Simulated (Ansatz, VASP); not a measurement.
## Si3Bi2Te2 in VASP and in Ansatz

```
Si Bi Te
1.0
    -2.85007    2.85007    6.29903
     2.85007   -2.85007    6.29903
     2.85007    2.85007   -6.29903
Si Bi Te
3 2 2
Direct
  0.50000 0.50000 0.00000
  0.30362 0.30362 0.00000
  0.69638 0.69638 0.00000
  0.50000 0.00000 0.50000
  0.00000 0.50000 0.50000
  0.75000 0.25000 0.50000
  0.25000 0.75000 0.50000
```

Alike in both runs: functional PBE; k mesh 8 × 8 × 8; occupations gaussian, width 0.1 eV; no spin polarisation.

Ansatz relaxed the structure, and its values are those at the end. VASP's run is a single point on that final structure, the one shown.

|  | VASP | Ansatz |
| --- | --- | --- |
| version | VASP 6.6.1 | Ansatz 0.2.0 |
| potentials or method | VASP PAW PBE potentials, release 64 (Si, Bi_d, Te), cutoff 520 eV | scalar-relativistic, plane waves, PAW |
| valence electrons in the cell | 54 | 74 |

|  | VASP | Ansatz | Ansatz less VASP |
| --- | --- | --- | --- |
| gap on the k mesh at the Fermi level (eV) | none | none | - |
| pressure (GPa) | 0.0 | 0.0 | +0.04 |

A gap of «none» marks a metal or a gap that the smearing closes. With one functional, cell and mesh, what is left measures potentials, basis and numerics. VASP's potentials hold 54 valence electrons a cell and Ansatz's 74, so a difference there can come from the potentials and not from the codes.

Spin-orbit coupling is off throughout.
